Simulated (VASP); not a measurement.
Set up this calculation in VASP 6.6.1, as the native input.

* Task: single point
* Functional: PBEsol
* Potentials or basis: VASP PAW PBE potentials, release 64 (Ti_sv, Al)
* Cutoff: 500 eV
* k mesh: 24 × 24 × 14
* Occupations: gaussian, width 0.15 eV
* Spin: no spin polarisation
* Dipole correction: no
* Further INCAR settings: ALGO = Normal; EDIFF = 1e-06; NBANDS = 14

The structure of TiAl lies in POSCAR:

```
TiAl
1.0
    2.8478212843      0.0000000000      0.0000000000
   -1.4239106421      2.4662855776      0.0000000000
    0.0000000000      0.0000000000      4.6199447408
Ti Al
1 1
Direct
    0.0000000000      0.0000000000      0.0189396205
    0.3333333333      0.6666666667      0.5000000000
```

This cell differs from its parent crystal: all Ti atoms moved +0.087 Å, as atom 1 along Cartesian [0 0 1].

One way to write it, as run:

INCAR

```
  ALGO = Normal
  EDIFF = 1E-6
  ENCUT = 500
  GGA = PS
  GGA_COMPAT = False
  ISIF = 2
  ISMEAR = 0
  LASPH = True
  LCHARG = True
  LELF = True
  LREAL = False
  LVHAR = True
  LWAVE = False
  NBANDS = 14
  NELM = 120
  PREC = Accurate
  SIGMA = 0.15
```

KPOINTS

```
k-points
0
Gamma
  24 24 14
```

Potentials or basis: VASP PAW PBE potentials, release 64 (Ti_sv, Al).

Command:

```sh
$ cat potpaw_PBE.64/Ti_sv/POTCAR potpaw_PBE.64/Al/POTCAR > POTCAR
$ mpirun -np 1 vasp_std > vasp.out
```

Results of the run:

The pressure is 0.4 GPa. The largest force is 0.655 eV/Å. The band gap on the k mesh is zero (an odd number of electrons rules out a gap without spin polarisation).

Caveat: the cell differs from its parent crystal (all Ti atoms moved +0.087 Å, as atom 1 along Cartesian [0 0 1]); the PAW data sets were made with another functional, which shifts forces and pressure a little.

It took 6.7 min on 1 thread of Oxide Virtual Turin-like Processor, with other jobs on the host, peak memory 0.41 GiB.
